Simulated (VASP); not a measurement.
# Pt (P6_3/mmc) in VASP: further runs, part 2 of 2

VASP 6.6.1.

## Step 3: Single point, r2SCAN

POSCAR reads:

```
Pt
1.0
    2.7606656158      0.0000000000      0.0000000000
   -1.3803328079      2.3908065546      0.0000000000
    0.0000000000      0.0000000000      4.7921340000
Pt
2
Direct
    0.6666666667      0.3333333333      0.7500000000
    0.3333333333      0.6666666667      0.2500000000
```

INCAR.step1 reads:

```
ALGO = Normal
EDIFF = 1E-4
ENCUT = 520
GGA = PE
ISMEAR = 0
LASPH = T
LCHARG = F
LREAL = F
LWAVE = T
NBANDS = 17
NELM = 80
PREC = Accurate
SIGMA = 0.15
```

INCAR.step2 reads:

```
ALGO = Normal
EDIFF = 1E-6
ENCUT = 520
ISIF = 2
ISMEAR = 0
ISTART = 1
LASPH = T
LCHARG = T
LELF = T
LMIXTAU = T
LREAL = F
LVHAR = T
LWAVE = F
METAGGA = R2SCAN
NBANDS = 17
NELM = 80
PREC = Accurate
SIGMA = 0.15
```

KPOINTS reads:

```
k-points
0
Gamma
  24 24 12
```

Potentials or basis: VASP PAW PBE potentials, release 64 (Pt).

On the command line:

```
$ cat potpaw_PBE.64/Pt/POTCAR > POTCAR
$ cp INCAR.step1 INCAR
$ mpirun -np 1 vasp_std > vasp.out
$ cp INCAR.step2 INCAR
$ mpirun -np 1 vasp_std > vasp.out
```

OUTCAR:

```text
EDIFF = 1E-6
   ENCUT = 520
   ISIF = 2
   ISMEAR = 0
   ISTART = 1
   LASPH = T
   LREAL = F
   METAGGA = R2SCAN
   NELM = 80
   PREC = Accurate

 ion  position               nearest neighbor table
   1  0.667  0.333  0.750-   2 2.88   2 2.88   2 2.88   2 2.88   2 2.88   2 2.88
   2  0.333  0.667  0.250-   1 2.88   1 2.88   1 2.88   1 2.88   1 2.88   1 2.88

  LATTYP: Found a hexagonal cell.
 ALAT       =     2.7606656158
 C/A-ratio  =     1.7358618054

  Lattice vectors:

 A1 = (   2.7606656158,   0.0000000000,   0.0000000000)
 A2 = (  -1.3803328079,   2.3908065546,   0.0000000000)
 A3 = (   0.0000000000,   0.0000000000,   4.7921340000)

Analysis of symmetry for initial positions (statically):
=====================================================================
 Subroutine PRICEL returns:
 Original cell was already a primitive cell.

 Routine SETGRP: Setting up the symmetry group for a
 hexagonal supercell.

 Subroutine GETGRP returns: Found 24 space group operations
 (whereof 12 operations were pure point group operations)
 out of a pool of 24 trial point group operations.

The static configuration has the point symmetry D_3d.
 The point group associated with its full space group is D_6h.

Analysis of symmetry for dynamics (positions and initial velocities):
=====================================================================
 Subroutine PRICEL returns:
 Original cell was already a primitive cell.

 Routine SETGRP: Setting up the symmetry group for a
 hexagonal supercell.

 Subroutine GETGRP returns: Found 24 space group operations
 (whereof 12 operations were pure point group operations)
 out of a pool of 24 trial point group operations.

The dynamic configuration has the point symmetry D_3d.
 The point group associated with its full space group is D_6h.

 Subroutine INISYM returns: Found 24 space group operations
 (whereof 12 operations are pure point group operations),
 and found     1 'primitive' translations

[... 110 lines left out ...]
   EFERMI_NEDOS =   21; number of points for ismear=-14 and -15
   IALGO  =     38    algorithm
   IMIX   =      4    mixing-type and parameters
     AMIX     =   0.40;   BMIX     =  1.00
     AMIX_MAG =   1.60;   BMIX_MAG =  1.00
  volume/ion in A,a.u.               =      15.81       106.72
  Fermi-wavevector in a.u.,A,eV,Ry     =   1.405149  2.655347 26.863944  1.974444
  Thomas-Fermi vector in A             =   2.527639
   LORBIT       =      0    0 simple, 1 ext, 2 COOP (PROOUT), +10 PAW based schemes
   METAGGA = R2SCAN    functional components
   LHFCALC =     F    Hartree Fock is set to
   AEXX    =    0.0000 exact exchange contribution
   IVDW    =     0    specifies the selected vdW correction
   LEPSILON=     F    determine dielectric tensor
   LRPA    =     F    only Hartree local field effects (RPA)
 non-spin polarized calculation
 Gauss-broadening in eV      SIGMA  =   0.15
  energy-cutoff  :      520.00
  volume of cell :       31.63
 maximum number of plane-waves:       868
 NGX is ok and might be reduce to    24
   NGX = 11   NGY = 11   NGZ = 17

 number of electron      20.0000004 magnetization

 Free energy of the ion-electron system (eV)
  ---------------------------------------------------
  ext. energy  EPLUGINS =         0.00000000
  ---------------------------------------------------
  free energy    TOTEN  =      -102.88253751 eV

  energy without entropy =     -102.84381171  energy(sigma->0) =     -102.86317461

 E-fermi :  10.0961     XC(G=0): -14.2891

 val. band max:       10.0946373620   @ k =   0.3333   0.2083   0.0833
 cond. band min:      10.0968594199   @ k =   0.3333   0.1250   0.5000
 fundamental gap:      0.0022220580
 Fermi energy:        10.0961466421

 k-point     1 :       0.0000    0.0000    0.0000
  band No.  band energies     occupation
      1       0.1741      2.00000
      2       2.8338      2.00000
      3       6.0603      2.00000
      4       6.5731      2.00000
      5       6.5731      2.00000
      6       6.9440      2.00000
[... 457 lines left out ...]
      4       6.6167      2.00000
      5       6.8343      2.00000
      6       7.0929      2.00000
[... 9 lines left out ...]
     16      22.7566      0.00000
     17      24.3030      0.00000

 [... further k-points ...]
[... 5 lines left out ...]
  --------------------------------------------------------------------------------------
  -------------------------------------------------------------------------------------
  Total       -1.2146070     -1.2146070     -1.0424008      0.0000000      0.0000000      0.0000000
  in kB      -61.5260705    -61.5260705    -52.8029440      0.0000000      0.0000000      0.0000000
  external PRESSURE =     -58.6183617 kB  Pullay stress =       0.0000000 kB

 VOLUME and BASIS-vectors are now :
 -----------------------------------------------------------------------------
  energy-cutoff  :      520.00
  volume of cell :       31.63
      direct lattice vectors                 reciprocal lattice vectors
     2.760665616  0.000000000  0.000000000     0.362231483  0.209134444  0.000000000
    -1.380332808  2.390806555  0.000000000     0.000000000  0.418268888  0.000000000
     0.000000000  0.000000000  4.792134000     0.000000000  0.000000000  0.208675300

 POSITION                                       TOTAL-FORCE (eV/Angst)
 -----------------------------------------------------------------------------------
      1.38033      0.79694      3.59410         0.000000     -0.000000      0.000000
     -0.00000      1.59387      1.19803        -0.000000      0.000000      0.000000
 -----------------------------------------------------------------------------------
    total drift:                               -0.000000      0.000000     -0.000000

  FREE ENERGIE OF THE ION-ELECTRON SYSTEM (eV)
  ---------------------------------------------------
  free  energy   TOTEN  =      -102.8825375073 eV

  energy  without entropy=     -102.8438117101  energy(sigma->0) =     -102.86317461
```

OSZICAR.step1:

```text
N       E                     dE             d eps       ncg     rms          rms(c)
DAV:   1     0.101706858535E+03    0.10171E+03   -0.10415E+04 14518   0.113E+03
DAV:   2    -0.110006205038E+02   -0.11271E+03   -0.10706E+03 15520   0.244E+02
DAV:   3    -0.128505439612E+02   -0.18499E+01   -0.18247E+01 17874   0.311E+01
DAV:   4    -0.128600645312E+02   -0.95206E-02   -0.95188E-02 17352   0.233E+00
DAV:   5    -0.128601599881E+02   -0.95457E-04   -0.95455E-04 17930   0.243E-01    0.161E+01
DAV:   6    -0.121728220337E+02    0.68734E+00   -0.10892E+00 15223   0.930E+00    0.854E+00
DAV:   7    -0.121076305948E+02    0.65191E-01   -0.19037E-01 17268   0.385E+00    0.298E+00
DAV:   8    -0.121010838970E+02    0.65467E-02   -0.20516E-02 15731   0.115E+00    0.757E-01
DAV:   9    -0.121007031436E+02    0.38075E-03   -0.38473E-04 16543   0.164E-01    0.486E-02
DAV:  10    -0.121007173473E+02   -0.14204E-04   -0.84378E-06  7884   0.206E-02
   1 F= -.12100717E+02 E0= -.12079084E+02  d E =-.432664E-01
```

Run time: 8.2 min. Hardware: 1 thread of Intel Xeon Platinum 8488C (Sapphire Rapids), shared host; peak memory 0.31 GiB.

What came out:

```yaml
Free_energy: -102.8825 eV
Pressure: -5.9 GPa
Band_gap_on_the_k_mesh: zero (band 10 reaches 10.61 eV, above the bottom of band 11 at 9.23 eV)
```

Caveat: the PAW data sets were made with another functional, which shifts forces and pressure a little; spin-orbit coupling is left out, which moves the levels of the heavy elements.
